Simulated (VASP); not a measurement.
## Mn: single point with RPBE

Mn:

```xyz
2
Lattice="2.4367 0.0000 0.0000 -1.2183 2.1102 0.0000 0.0000 0.0000 3.9612" Properties=species:S:1:pos:R:3 pbc="T T T"
Mn    0.0000    1.4068    0.9903
Mn    1.2183    0.7034    2.9709
```

This isn't the form of Mn at room conditions, which is a 58-atom cubic cell.

```
Program                : VASP 6.6.1
Task                   : single point
Functional             : RPBE
Potentials or basis    : VASP PAW PBE potentials, release 64 (Mn_pv)
Cutoff                 : 520 eV
k mesh                 : 24 × 24 × 13
Occupations            : fermi-dirac, width 0.05 eV
Spin                   : collinear spin, antiferromagnetic start
Starting moments       : [0.807, -0.807] μB
Dipole correction      : no
Further INCAR settings : ALGO = Normal; EDIFF = 1e-07; NBANDS = 24
```

```json
{
 "Pressure": "21.8 GPa",
 "Band gap on the k mesh": "zero (filled and empty bands overlap)",
 "Net moment": "0.00 μB per cell",
 "Valence electrons inside the program's atomic spheres": "Mn 12.09"
}
```

Stress tensor (GPa, compression positive):
```
22.45  0.00  0.00
 0.00 22.45  0.00
 0.00  0.00 20.53
```

Levels at points of the mesh, in eV from the Fermi level:
Spin up:
```tsv
k point	band 9	band 10	band 11	band 12	band 13	band 14	band 15	band 16	band 17	band 18
(0.00, 0.00, 0.00)	-1.08	-1.02	-1.02	-0.52	-0.52	0.07	0.07	0.74	1.73	1.73
(0.50, 0.00, 0.00)	-3.97	-1.37	-1.23	-1.02	-0.46	1.97	2.10	2.20	3.84	6.09
```
Spin down:
```csv
k point,band 9,band 10,band 11,band 12,band 13,band 14,band 15,band 16,band 17,band 18
"(0.00, 0.00, 0.00)",-1.08,-1.02,-1.02,-0.52,-0.52,0.07,0.07,0.74,1.73,1.73
"(0.50, 0.00, 0.00)",-3.97,-1.37,-1.23,-1.02,-0.46,1.97,2.10,2.20,3.84,6.09
```

Wall time 9.2 min on 1 thread of Intel(R) Xeon(R) 6975P-C (Granite Rapids) (shared host), peak memory 0.37 GiB.

Caveat: the cell stands under pressure; the PAW data sets were made with another functional, which shifts forces and pressure a little.
